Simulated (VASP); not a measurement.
# Br (Cmce) in VASP: relaxation of shape and atoms at fixed volume with r2SCAN

Aim: the relaxation of shape and atoms at fixed volume of Br with r2SCAN.

Everything below comes from runs of VASP 6.6.1. Logs are shortened: lines on timing, memory, paths and dates and some standing lists are left out, and cuts for length are marked.

## 1. The cell of the first run

The structure is orthorhombic, space group Cmce (No. 64). Conventional cell: a = 7.485 Å, b = 4.237 Å, c = 8.709 Å, α = 90.00°, β = 90.00°, γ = 90.00°. Br (site symmetry m) has 3 Br at 2.31 to 3.16 Å within 3.2 Å.

## 2. Relaxation of shape and atoms at fixed volume, r2SCAN (34.52 Å³/atom)

POSCAR

```
Br
1.0
    3.7425066520     -2.1183800583      0.0000000000
    3.7425066520      2.1183800583      0.0000000000
    0.0000000000      0.0000000000      8.7087019581
Br
4
Direct
    0.8650314284      0.1349685716      0.1151581656
    0.1349685716      0.8650314284      0.8848418344
    0.3650314284      0.6349685716      0.3848418344
    0.6349685716      0.3650314284      0.6151581656
```

INCAR.step1

```
ALGO = Normal
EDIFF = 1E-4
ENCUT = 600
GGA = PE
ISMEAR = 0
LASPH = T
LCHARG = F
LREAL = F
LWAVE = T
NELM = 100
PREC = Accurate
SIGMA = 0.05
```

INCAR.step2

```
ALGO = Normal
EDIFF = 1E-6
EDIFFG = -0.04
ENCUT = 600
IBRION = 2
ISIF = 4
ISMEAR = 0
ISTART = 1
LASPH = T
LCHARG = F
LMIXTAU = T
LREAL = F
LWAVE = F
METAGGA = R2SCAN
NELM = 100
NSW = 60
PREC = Accurate
SIGMA = 0.05
```

KPOINTS

```
k-points
0
Gamma
  6 6 4
```

Potentials or basis: VASP PAW PBE potentials, release 64 (Br).

Started as:

```console
cat potpaw_PBE.64/Br/POTCAR > POTCAR
cp INCAR.step1 INCAR
mpirun -np 1 vasp_std > vasp.out
cp INCAR.step2 INCAR
mpirun -np 1 vasp_std > vasp.out
```

OUTCAR:

```text
EDIFF = 1E-6
   EDIFFG = -0.04
   ENCUT = 600
   IBRION = 2
   ISIF = 4
   ISMEAR = 0
   ISTART = 1
   LASPH = T
   LREAL = F
   METAGGA = R2SCAN
   NELM = 100
   NSW = 60
   PREC = Accurate

 ion  position               nearest neighbor table
   1  0.865  0.135  0.115-   2 2.31
   2  0.135  0.865  0.885-   1 2.31
   3  0.365  0.635  0.385-   4 2.31
   4  0.635  0.365  0.615-   3 2.31

  LATTYP: Found a base centered orthorhombic cell.
 ALAT       =     4.2367601166
 B/A-ratio  =     1.7666832905
 C/A-ratio  =     2.0555098043

  Lattice vectors:

 A1 = (  -3.7425066520,  -2.1183800583,   0.0000000000)
 A2 = (   3.7425066520,  -2.1183800583,   0.0000000000)
 A3 = (   0.0000000000,   0.0000000000,   8.7087019581)

Analysis of symmetry for initial positions (statically):
=====================================================================
 Subroutine PRICEL returns:
 Original cell was already a primitive cell.

 Routine SETGRP: Setting up the symmetry group for a
 base centered orthorhombic supercell.

 Subroutine GETGRP returns: Found  8 space group operations
 (whereof  4 operations were pure point group operations)
 out of a pool of  8 trial point group operations.

The static configuration has the point symmetry C_2h.
 The point group associated with its full space group is D_2h.

Analysis of symmetry for dynamics (positions and initial velocities):
=====================================================================
 Subroutine PRICEL returns:
 Original cell was already a primitive cell.

 Routine SETGRP: Setting up the symmetry group for a
 base centered orthorhombic supercell.

 Subroutine GETGRP returns: Found  8 space group operations
 (whereof  4 operations were pure point group operations)
 out of a pool of  8 trial point group operations.

The dynamic configuration has the point symmetry C_2h.
 The point group associated with its full space group is D_2h.

 Subroutine INISYM returns: Found  8 space group operations
 (whereof  4 operations are pure point group operations),
 and found     1 'primitive' translations

----------------------------------------------------------------------------------------

                                     Primitive cell

  volume of cell :     138.0861

  direct lattice vectors                    reciprocal lattice vectors
     3.742506652 -2.118380058  0.000000000     0.133600297 -0.236029412  0.000000000
     3.742506652  2.118380058  0.000000000     0.133600297  0.236029412  0.000000000
     0.000000000  0.000000000  8.708701958     0.000000000  0.000000000  0.114827675

  length of vectors
     4.300452315  4.300452315  8.708701958     0.271217482  0.271217482  0.114827675

  position of ions in fractional coordinates (direct lattice)
     0.865031428  0.134968572  0.115158166
     0.134968572  0.865031428  0.884841834
     0.365031428  0.634968572  0.384841834
     0.634968572  0.365031428  0.615158166

  ion indices of the primitive-cell ions
   primitive index   ion index
                 1           1
                 2           2
                 3           3
                 4           4

----------------------------------------------------------------------------------------

 KPOINTS: k-points

Automatic generation of k-mesh.
 Grid dimensions read from file:
 generate k-points for:    6    6    4

 Generating k-lattice:

  Cartesian coordinates                     Fractional coordinates (reciprocal lattice)
     0.022266716 -0.039338235  0.000000000     0.166666667  0.000000000  0.000000000
     0.022266716  0.039338235  0.000000000     0.000000000  0.166666667  0.000000000
     0.000000000  0.000000000  0.028706919     0.000000000  0.000000000  0.250000000

  Length of vectors
     0.045202914  0.045202914  0.028706919

  Shift w.r.t. Gamma in fractional coordinates (k-lattice)
     0.000000000  0.000000000  0.000000000

 Subroutine IBZKPT returns following result:
 ===========================================

 Found     39 irreducible k-points:

 Following reciprocal coordinates:
            Coordinates               Weight
  0.000000  0.000000  0.000000      1.000000
  0.166667  0.000000  0.000000      4.000000
  0.333333  0.000000  0.000000      4.000000
  0.500000  0.000000  0.000000      2.000000
  0.166667  0.166667  0.000000      2.000000
  0.333333  0.166667  0.000000      4.000000
[... 16 lines left out ...]
  0.333333  0.333333  0.250000      4.000000
  0.500000  0.333333  0.250000      8.000000
 [... further k-points ...]
   k-points           NKPTS =     39   k-points in BZ     NKDIM =     39   number of bands    NBANDS=     18
   number of dos      NEDOS =    301   number of ions     NIONS =      4
   total plane-waves  NPLWV =  90720
   dimension x,y,z NGX =    36 NGY =   36 NGZ =   70
   dimension x,y,z NGXF=    72 NGYF=   72 NGZF=  140
   ions per type =               4
   NGX,Y,Z   is equivalent  to a cutoff of  13.92, 13.92, 13.36 a.u.
   NGXF,Y,Z  is equivalent  to a cutoff of  27.83, 27.83, 26.73 a.u.
 SYSTEM =  unknown system
   PREC   = accura    normal or accurate (medium, high low for compatibility)
   ISTART =      1    job   : 0-new  1-cont  2-samecut
   ICHARG =      0    charge: 1-file 2-atom 10-const
   ISPIN  =      1    spin polarized calculation?
   LNONCOLLINEAR =      F non collinear calculations
   LSORBIT =      F    spin-orbit coupling
   LASPH  =      T    aspherical Exc in radial PAW
   ENCUT  =  600.0 eV  44.10 Ry    6.64 a.u.   8.59  8.59 17.39*2*pi/ulx,y,z
   NELM   =    100;   NELMIN=  2; NELMDL=  0     # of ELM steps
   EDIFF  = 0.1E-05   stopping-criterion for ELM
   LREAL  =      F    real-space projection
   EDIFFG = -.4E-01   stopping-criterion for IOM
   NSW    =     60    number of steps for IOM
   IBRION =      2    ionic relax: 0-MD 1-quasi-New 2-CG
   NFREE  =      1    steps in history (QN), initial steepest desc. (CG)
   ISIF   =      4    stress and relaxation
   ISYM   =      2    0-nonsym 1-usesym 2-fastsym
   POTIM  = 0.5000    time-step for ionic-motion
   TEBEG  =    0.0;   TEEND  =   0.0 temperature during run
   PSTRESS=    0.0 pullay stress
   NELECT =      28.0000    total number of electrons
   NUPDOWN=      -1.0000    fix difference up-down
   EMIN   =  10.00;   EMAX   =-10.00  energy-range for DOS
   EFERMI =   0.00;   METHOD = LEGACY
   ISMEAR =     0;   SIGMA  =   0.05  broadening in eV -4-tet -1-fermi 0-gaus
   EFERMI_NEDOS =   21; number of points for ismear=-14 and -15
   IALGO  =     38    algorithm
   IMIX   =      4    mixing-type and parameters
     AMIX     =   0.40;   BMIX     =  1.00
     AMIX_MAG =   1.60;   BMIX_MAG =  1.00
  volume/ion in A,a.u.               =      34.52       232.96
  Fermi-wavevector in a.u.,A,eV,Ry     =   0.961784  1.817508 12.585776  0.925028
  Thomas-Fermi vector in A             =   2.091186
   LORBIT       =      0    0 simple, 1 ext, 2 COOP (PROOUT), +10 PAW based schemes
   METAGGA = R2SCAN    functional components
   LHFCALC =     F    Hartree Fock is set to
   AEXX    =    0.0000 exact exchange contribution
   IVDW    =     0    specifies the selected vdW correction
   LEPSILON=     F    determine dielectric tensor
   LRPA    =     F    only Hartree local field effects (RPA)
 conjugate gradient relaxation of ions
 non-spin polarized calculation
 Gauss-broadening in eV      SIGMA  =   0.05
  energy-cutoff  :      600.00
  volume of cell :      138.09
 maximum number of plane-waves:      4641
 NGX is ok and might be reduce to    36
   NGX = 17   NGY = 17   NGZ = 35

--------------------------------------- Ionic step        1  -------------------------------------------

 number of electron      27.9999998 magnetization

 Free energy of the ion-electron system (eV)
  ---------------------------------------------------
  ext. energy  EPLUGINS =         0.00000000
  ---------------------------------------------------
  free energy    TOTEN  =       -52.99946577 eV

  energy without entropy =      -52.99946577  energy(sigma->0) =      -52.99946577

------------------------ aborting loop because EDIFF is reached ----------------------------------------

  FORCE on cell =-STRESS in cart. coord.  units (eV):
  Direction    XX          YY          ZZ          XY          YZ          ZX
  --------------------------------------------------------------------------------------
  -------------------------------------------------------------------------------------
  Total       -0.3753881      0.6789358      2.1251140      0.0000000     -0.0000000      0.0000000
  in kB       -4.3555322      7.8775184     24.6571535      0.0000000     -0.0000000      0.0000000
  external PRESSURE =       9.3930466 kB  Pullay stress =       0.0000000 kB

 VOLUME and BASIS-vectors are now :
 -----------------------------------------------------------------------------
  energy-cutoff  :      600.00
  volume of cell :      138.09
      direct lattice vectors                 reciprocal lattice vectors
     3.742506652 -2.118380058  0.000000000     0.133600297 -0.236029412  0.000000000
     3.742506652  2.118380058  0.000000000     0.133600297  0.236029412  0.000000000
     0.000000000  0.000000000  8.708701958     0.000000000  0.000000000  0.114827675
[... 77 lines left out ...]
 POSITION                                       TOTAL-FORCE (eV/Angst)
 -----------------------------------------------------------------------------------
      3.70829     -1.53681      1.02521         0.000000      0.006412     -0.041629
      3.70829      1.53681      7.77247         0.000000     -0.006412      0.041629
      3.70829      0.57950      3.37363         0.000000      0.006412      0.041629
      3.70829     -0.57950      5.42404         0.000000     -0.006412     -0.041629
 -----------------------------------------------------------------------------------
    total drift:                               -0.000000     -0.000000     -0.000000

  FREE ENERGIE OF THE ION-ELECTRON SYSTEM (eV)
  ---------------------------------------------------
  free  energy   TOTEN  =       -53.0243218219 eV

  energy  without entropy=      -53.0243218219  energy(sigma->0) =      -53.02432182

--------------------------------------- Ionic step        4  -------------------------------------------

 number of electron      28.0000002 magnetization

 Free energy of the ion-electron system (eV)
  ---------------------------------------------------
  ext. energy  EPLUGINS =         0.00000000
  ---------------------------------------------------
  free energy    TOTEN  =       -53.02481940 eV

  energy without entropy =      -53.02481940  energy(sigma->0) =      -53.02481940

 E-fermi :  -0.4875     XC(G=0):  -8.1840

 val. band max:       -0.7389617419   @ k =   0.0000   0.0000   0.0000
 cond. band min:       0.8849538266   @ k =   0.0000   0.0000   0.0000
 fundamental gap:      1.6239155685
 Fermi energy:        -0.4875392946

 k-point     1 :       0.0000    0.0000    0.0000
  band No.  band energies     occupation
      1     -17.1702      2.00000
      2     -16.6611      2.00000
      3     -14.6909      2.00000
      4     -13.6729      2.00000
      5      -5.9662      2.00000
      6      -4.5017      2.00000
[... 10 lines left out ...]
     17       5.5083      0.00000
     18       6.2782      0.00000
[... 463 lines left out ...]
 k-point    24 :       0.5000    0.3333    0.2500
  band No.  band energies     occupation
      1     -16.9354      2.00000
      2     -16.6501      2.00000
      3     -14.3991      2.00000
      4     -13.8481      2.00000
      5      -5.7192      2.00000
      6      -5.0265      2.00000
[... 10 lines left out ...]
     17       7.7242      0.00000
     18       8.1151      0.00000

 [... further k-points ...]
[... 5 lines left out ...]
  --------------------------------------------------------------------------------------
  -------------------------------------------------------------------------------------
  Total       -0.3046544     -0.1627782     -0.1572755      0.0000000     -0.0000000      0.0000000
  in kB       -3.5348265     -1.8886734     -1.8248269      0.0000000     -0.0000000      0.0000000
  external PRESSURE =      -2.4161089 kB  Pullay stress =       0.0000000 kB

 VOLUME and BASIS-vectors are now :
 -----------------------------------------------------------------------------
  energy-cutoff  :      600.00
  volume of cell :      138.09
      direct lattice vectors                 reciprocal lattice vectors
     3.703088372 -2.117355857 -0.000000000     0.135022433 -0.236143584  0.000000000
     3.703088372  2.117355857  0.000000000     0.135022433  0.236143584 -0.000000000
     0.000000000  0.000000000  8.805660903     0.000000000 -0.000000000  0.113563310

 POSITION                                       TOTAL-FORCE (eV/Angst)
 -----------------------------------------------------------------------------------
      3.70309     -1.53719      1.02440         0.000000      0.003766     -0.034575
      3.70309      1.53719      7.78126         0.000000     -0.003766      0.034575
      3.70309      0.58017      3.37843         0.000000      0.003766      0.034575
      3.70309     -0.58017      5.42723         0.000000     -0.003766     -0.034575
 -----------------------------------------------------------------------------------
    total drift:                               -0.000000     -0.000000     -0.000000

  FREE ENERGIE OF THE ION-ELECTRON SYSTEM (eV)
  ---------------------------------------------------
  free  energy   TOTEN  =       -53.0248194011 eV

  energy  without entropy=      -53.0248194011  energy(sigma->0) =      -53.02481940

 reached required accuracy - stopping structural energy minimisation
```

Wall time 26 min (1 thread of Intel Xeon 8259CL, shared host); peak memory 0.37 GiB.

Results:

```yaml
Free_energy: -53.0248 eV
Energy_gained_by_relaxing: 6.3 meV/atom
Ionic_steps: 4
Pressure_after_relaxing: -0.2 GPa
Largest_force_after_relaxing: 0.035 eV/Å
Band_gap_on_the_k_mesh: 1.62 eV
```

Forces on the atoms (eV/Å):
```
Br   0.000  0.004 -0.035
Br   0.000 -0.004  0.035
Br   0.000  0.004  0.035
Br   0.000 -0.004 -0.035
```

The path:
```
step  energy change (eV)  largest force (eV/Å)  pressure (GPa)  volume (Å³)
   1              0.0000                0.4662            0.94       138.09
   2             -0.0179                0.2608           -0.80       138.09
   3             -0.0249                0.0421           -0.22       138.09
   4             -0.0254                0.0348           -0.24       138.09
```

Final structure:
```xyz
4
Lattice="3.7031 -2.1174 0.0000 3.7031 2.1174 0.0000 0.0000 0.0000 8.8057" Properties=species:S:1:pos:R:3 pbc="T T T"
Br    3.7031   -1.5372    1.0244
Br    3.7031    1.5372    7.7813
Br    3.7031    0.5802    3.3784
Br    3.7031   -0.5802    5.4272
```

Caveat: the PAW data sets were made with another functional, which shifts forces and pressure a little.
